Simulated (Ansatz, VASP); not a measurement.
AlN in VASP and in Ansatz

```xyz
4
Lattice="3.2421 0.0000 0.0000 -1.6211 2.8077 0.0000 0.0000 0.0000 4.0584" Properties=species:S:1:pos:R:3 pbc="T T T"
Al    0.0000    1.8718    3.0438
Al    1.6211    0.9359    1.0146
N     0.0000    1.8718    1.0146
N     1.6211    0.9359    3.0438
```

Alike in both runs: task single point; functional PBEsol; k mesh 9 × 9 × 6; occupations gaussian, width 0.05 eV; no spin polarisation.

```csv
,VASP,Ansatz
version,VASP 6.6.1,Ansatz 0.2.0
potentials or method,"VASP PAW PBE potentials, release 64 (Al, N), cutoff 520 eV","scalar-relativistic, plane waves, PAW"
valence electrons in the cell,16,16
```

|  | VASP | Ansatz | Ansatz less VASP |
| --- | --- | --- | --- |
| gap on the k mesh at the Fermi level (eV) | 3.75 | 3.74 | -0.015 |
| least direct gap on the mesh (eV) | 3.75 | 3.74 | -0.015 |
| pressure (GPa) | 13.5 | 13.6 | 0.00 |
| traceless stress, the component that is largest in VASP (GPa) | -1.12 | -1.06 | +0.062 |

VASP's potentials were made for PBE, not for PBEsol. With one functional, cell and mesh, what is left measures potentials, basis and numerics.
